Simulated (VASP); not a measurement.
Runs of VASP 6.6.1 on CsI6Br. The structure is trigonal, space group R-3 (No. 148). The conventional cell has a = 10.483 Å, b = 10.483 Å, c = 10.703 Å, α = 90.00°, β = 90.00°, γ = 120.00°. Within 3.3 Å of I (site symmetry 1) lie 1 Br at 2.49 Å. Cs (site symmetry -3) has 12 I at 4.16 to 4.39 Å and 2 Br at 5.35 Å within 5.5 Å. Br (site symmetry -3) has 6 I at 2.49 Å within 3.3 Å. 

```tsv
level	k mesh	gap on the mesh (eV)	pressure (GPa)	largest force (eV/Å)
PBE	3 × 3 × 3	1.45	9.1	3.88
PBE+D4	3 × 3 × 3	1.45	8.1	(a)
PBE+D3(BJ)	3 × 3 × 3	1.45	8.1	3.89
PBE	4 × 4 × 4	1.37	(b)	3.88
```

Alike in all rows: task single point; potentials or basis VASP PAW PBE potentials, release 64 (I, Cs_sv, Br); no spin polarisation; cell as given; cutoff (eV) 520; smearing methfessel-paxton 0.0982 eV.

Estimate the missing entries.

(a) 3.90; (b) 9.2.

Caveats: spin-orbit coupling is left out, which moves the levels of the heavy elements; forces of over 1 eV/Å act on the atoms, so gaps and moduli don't describe the material at rest.

A k mesh can miss the band edges, and the runs leave out spin-orbit coupling on Br, Cs, I.
